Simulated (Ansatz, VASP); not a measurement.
# One calculation of CdSe, two programs

```
CELL_PARAMETERS angstrom
4.36940 0.00000 0.00000
-2.18470 3.78401 0.00000
0.00000 0.00000 7.12383
ATOMIC_POSITIONS crystal
Cd 0.33333 0.66667 0.00453
Cd 0.66667 0.33333 0.50453
Se 0.33333 0.66667 0.38047
Se 0.66667 0.33333 0.88047
```

Alike in both runs: functional r2SCAN; k mesh 6 × 6 × 4; occupations fermi-dirac, width 0.02 eV; no spin polarisation.

Ansatz relaxed the structure, and its values are those at the end. VASP's run is a single point on that final structure, the one shown.

```csv
,VASP,Ansatz
version,VASP 6.6.1,Ansatz 0.2.0
potentials or method,"VASP PAW PBE potentials, release 64 (Cd, Se), cutoff 520 eV",PAW plane waves
valence electrons in the cell,36,72
```

Ansatz gave:

* gap on the k mesh at the Fermi level (eV): 1.05
* pressure (GPa): -1.0

Which values does VASP return?

gap on the k mesh at the Fermi level (eV): 1.05; pressure (GPa): -0.8.

VASP's potentials were made for PBE, not for r2SCAN. The functional is the same, so the differences come from potentials, cutoffs and numerics. VASP's potentials hold 36 valence electrons a cell and Ansatz's 72, so a difference there can come from the potentials and not from the codes. Ansatz's warnings: stress scf threshold loose.
